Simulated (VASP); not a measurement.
# In2GaP3 (Cmmm) in VASP: further runs, part 2 of 2

VASP 6.6.1. The steps go on from the part before.

## 4. Relaxation of cell and atoms, PBE

This run uses another cell than the first one, of 21.10 Å³/atom.

INCAR reads:

```
SYSTEM = In2GaP3
PREC = Accurate
ENCUT = 600
EDIFF = 1E-6
ISMEAR = 0
SIGMA = 0.1
LREAL = .False.
LASPH = .True.
NELM = 60
ALGO = Normal
ISIF = 3
LWAVE = .False.
LCHARG = .False.
GGA = PE
IBRION = 2
NSW = 90
EDIFFG = -0.04
```

KPOINTS reads:

```
regular mesh
0
Gamma
  6 6 6
  0 0 0
```

POSCAR reads:

```
In2GaP3
1.0
    1.8247292134     -9.4399819947      0.0000000000
    1.8247292134      9.4399819947      0.0000000000
    0.0000000000      0.0000000000      3.6746762426
In Ga P
2 1 3
Direct
    0.1343212828      0.8656787172      0.5000000000
    0.8656787172      0.1343212828      0.5000000000
    0.0000000000      0.0000000000      0.0000000000
    0.5000000000      0.5000000000      0.5000000000
    0.2860041924      0.7139958076      0.0000000000
    0.7139958076      0.2860041924      0.0000000000
```

Potentials or basis: VASP PAW PBE potentials, release 64 (In_d, Ga_d, P).

The run is started by

```bash
> cat potpaw_PBE.64/In_d/POTCAR potpaw_PBE.64/Ga_d/POTCAR potpaw_PBE.64/P/POTCAR > POTCAR
> mpirun -np 1 vasp_std > vasp.out
```

OUTCAR:

```text
SYSTEM = In2GaP3
   PREC = Accurate
   ENCUT = 600
   EDIFF = 1E-6
   ISMEAR = 0
   LREAL = .False.
   LASPH = .True.
   NELM = 60
   ISIF = 3
   GGA = PE
   IBRION = 2
   NSW = 90
   EDIFFG = -0.04

 ion  position               nearest neighbor table
   1  0.134  0.866  0.500-   6 2.99   6 2.99   6 2.99   6 2.99   4 3.12   4 3.12   3 3.13   3 3.13
                             5 3.40   5 3.40
   2  0.866  0.134  0.500-   5 2.99   5 2.99   5 2.99   5 2.99   4 3.12   4 3.12   3 3.13   3 3.13
                             6 3.40   6 3.40
   3  0.000  0.000  0.000-   4 2.59   4 2.59   4 2.59   4 2.59   2 3.13   2 3.13   1 3.13   1 3.13

   4  0.500  0.500  0.500-   3 2.59   3 2.59   3 2.59   3 2.59   1 3.12   2 3.12   1 3.12   2 3.12

   5  0.286  0.714  0.000-   6 2.28   6 2.28   2 2.99   2 2.99   2 2.99   2 2.99   1 3.40   1 3.40

   6  0.714  0.286  0.000-   5 2.28   5 2.28   1 2.99   1 2.99   1 2.99   1 2.99   2 3.40   2 3.40
[... 405 lines left out ...]

  energy without entropy =      -23.43819773  energy(sigma->0) =      -23.44285806

 E-fermi :   6.6658     XC(G=0): -10.2252

 val. band max:        6.6401287280   @ k =  -0.1667   0.1667   0.1667
 cond. band min:       6.6860166637   @ k =   0.5000  -0.0000   0.0000
 fundamental gap:      0.0458879357
 Fermi energy:         6.6658164692

 k-point     1 :       0.0000    0.0000    0.0000
  band No.  band energies     occupation
      1      -8.4173      2.00000
      2      -8.3184      2.00000
      3      -8.2929      2.00000
      4      -8.2831      2.00000
      5      -8.2656      2.00000
      6      -7.8730      2.00000
[... 829 lines left out ...]
     31       9.4407      0.00000
     32       9.8319      0.00000

 [... further k-points ...]

------------------------ aborting loop because EDIFF is reached ----------------------------------------

  FORCE on cell =-STRESS in cart. coord.  units (eV):
  Direction    XX          YY          ZZ          XY          YZ          ZX
  --------------------------------------------------------------------------------------
  -------------------------------------------------------------------------------------
  Total       -0.0454286     -0.1100783     -0.0720121      0.0000000      0.0000000      0.0000000
  in kB       -0.5696146     -1.3802359     -0.9029366      0.0000000      0.0000000      0.0000000
  external PRESSURE =      -0.9509290 kB  Pullay stress =       0.0000000 kB
[... 21 lines left out ...]
  FREE ENERGIE OF THE ION-ELECTRON SYSTEM (eV)
  ---------------------------------------------------
  free  energy   TOTEN  =       -23.4475183854 eV

  energy  without entropy=      -23.4381977285  energy(sigma->0) =      -23.44285806

 reached required accuracy - stopping structural energy minimisation
```

Run time: 76 min. Hardware: 1 thread of AMD EPYC 7R13, shared host; peak memory 0.6 GiB.

Results:

* Free energy: -23.4475 eV
* Relaxed volume: 21.30 Å³/atom
* Relaxed cell: a = 9.710 Å, b = 9.710 Å, c = 3.808 Å, α = 90.00°, β = 90.00°, γ = 159.15°
* Space group after relaxing (to 0.1 Å): Cmmm (No. 65)
* Energy gained by relaxing: 13.1 meV/atom
* Ionic steps: 11
* Pressure after relaxing: -0.1 GPa
* Largest force after relaxing: 0.019 eV/Å
* Band gap on the k mesh: zero (bands 27 and 28 overlap by 2.14 eV)

Forces in eV/Å, atoms in the order of the input:
```
In   0.000  0.019  0.000
In   0.000 -0.019  0.000
Ga   0.000  0.000  0.000
P    0.000  0.000  0.000
P    0.000 -0.007  0.000
P    0.000  0.007  0.000
```

Step by step:
```tsv
step	energy change (eV)	largest force (eV/Å)	pressure (GPa)	volume (Å³)
1	0.0000	0.4994	0.22	126.60
2	-0.0530	0.2117	-0.08	127.10
3	-0.0720	0.0761	-0.35	127.56
4	-0.0722	0.1054	-0.35	127.59
5	-0.0752	0.0388	0.31	126.59
6	-0.0753	0.0369	0.23	126.70
7	-0.0768	0.0354	0.14	127.08
8	-0.0780	0.0614	-0.08	127.96
9	-0.0781	0.0520	-0.02	127.71
10	-0.0782	0.0546	-0.03	127.77
11	-0.0786	0.0193	-0.10	127.78
```

Final structure:
```xyz
6
Lattice="1.7567 -9.5500 0.0000 1.7567 9.5500 0.0000 0.0000 0.0000 3.8083" Properties=species:S:1:pos:R:3 pbc="T T T"
In    1.7567    7.0007    1.9041
In    1.7567   -7.0007    1.9041
Ga    1.7567    9.5500    0.0000
P     1.7567    0.0000    1.9041
P     1.7567    4.0373    0.0000
P     1.7567   -4.0373    0.0000
```

Caveat: spin-orbit coupling is left out, which moves the levels of the heavy elements.

## 5. Overview

| task | cell | k mesh | cutoff (eV) | gap on the mesh (eV) | pressure (GPa) | relaxed volume (Å³/atom) | largest force (eV/Å) |
| --- | --- | --- | --- | --- | --- | --- | --- |
| single point | a = 9.706, b = 9.706, c = 3.803 Å, angles 90.0, 90.0, 159.2°, 6 atoms, atomic positions A | 6 × 6 × 6 | 520 | none | 0.0 | - | 0.02 |
| relaxation of cell and atoms | relaxed from a = 7.474, b = 7.474, c = 4.414 Å, angles 90.0, 90.0, 146.8°, 6 atoms, atomic positions B | 4 × 4 × 4 | 600 | none | 0.0 | 22.08 | 0.04 |
| relaxation of cell and atoms | relaxed from a = 9.615, b = 9.615, c = 3.675 Å, angles 90.0, 90.0, 158.1°, 6 atoms, atomic positions C | 6 × 6 × 6 | 600 | none | -0.1 | 21.30 | 0.02 |

Alike in all rows: level PBE; potentials or basis VASP PAW PBE potentials, release 64 (In_d, Ga_d, P); no spin polarisation; smearing gaussian 0.1 eV.

Caveats: some runs use coarse meshes; spin-orbit coupling is left out, which moves the levels of the heavy elements; a cell axis changed by over 15 % at a fixed basis, so the end point is rough (at least some runs).

Total energies depend on the potentials used, so only differences within one code and one set of settings carry meaning.

The gap in the log of VASP goes by the Fermi energy; the results here count the filled bands.